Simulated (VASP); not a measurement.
Set up this calculation in VASP 6.6.1, as the native input.

* Task: single point
* Functional: r2SCAN
* Potentials or basis: VASP PAW PBE potentials, release 64 (Zn)
* Cutoff: 520 eV
* k mesh: 8 × 8 × 4
* Occupations: gaussian, width 0.1 eV
* Spin: no spin polarisation
* Dipole correction: no
* Further INCAR settings: ALGO = Normal; EDIFF = 1e-06; NBANDS = 25

Zn:

```
Zn
1.0
     2.38816   -1.38112   -0.00373
     2.38816    1.38112   -0.00373
    -1.62072    0.00000    6.48634
Zn
3
Direct
  0.00000 0.00000 0.50000
  0.22233 0.22233 0.16588
  0.77767 0.77767 0.83412
```

One way to write it, as run:

POSCAR

```
Zn
1.0
    2.3881638815     -1.3811162819     -0.0037273408
    2.3881638815      1.3811162819     -0.0037273408
   -1.6207184924      0.0000000000      6.4863393320
Zn
3
Direct
    0.0000000000      0.0000000000      0.5000000000
    0.2223256411      0.2223256411      0.1658830728
    0.7776743589      0.7776743589      0.8341169272
```

INCAR.step1

```
PREC = Accurate
ENCUT = 520
ISMEAR = 0
SIGMA = 0.1
LREAL = F
LASPH = T
NELM = 100
NBANDS = 25
GGA = PE
ALGO = Normal
EDIFF = 1E-4
LWAVE = T
LCHARG = F
```

INCAR.step2

```
PREC = Accurate
ENCUT = 520
EDIFF = 1E-6
ISMEAR = 0
SIGMA = 0.1
LREAL = F
LASPH = T
NELM = 100
ALGO = Normal
ISIF = 2
LWAVE = F
LCHARG = F
METAGGA = R2SCAN
LMIXTAU = T
NBANDS = 25
ISTART = 1
```

KPOINTS

```
Automatic mesh
0
Gamma
  8 8 4
```

Potentials or basis: VASP PAW PBE potentials, release 64 (Zn).

Launch:

```bash
$ cat potpaw_PBE.64/Zn/POTCAR > POTCAR
$ cp INCAR.step1 INCAR
$ mpirun -np 1 vasp_std > vasp.out
$ cp INCAR.step2 INCAR
$ mpirun -np 1 vasp_std > vasp.out
```

It gave:

```json
{
 "Pressure": "0.4 GPa",
 "Largest force": "0.013 eV/Å",
 "Band gap on the k mesh": "zero (bands 18 and 19 overlap by 2.39 eV)"
}
```

Caveat: the PAW data sets were made with another functional, which shifts forces and pressure a little.

Wall time 4.5 min on 1 thread of AMD EPYC 7R13 Processor (Zen 3), on a shared host, peak memory 0.17 GiB.
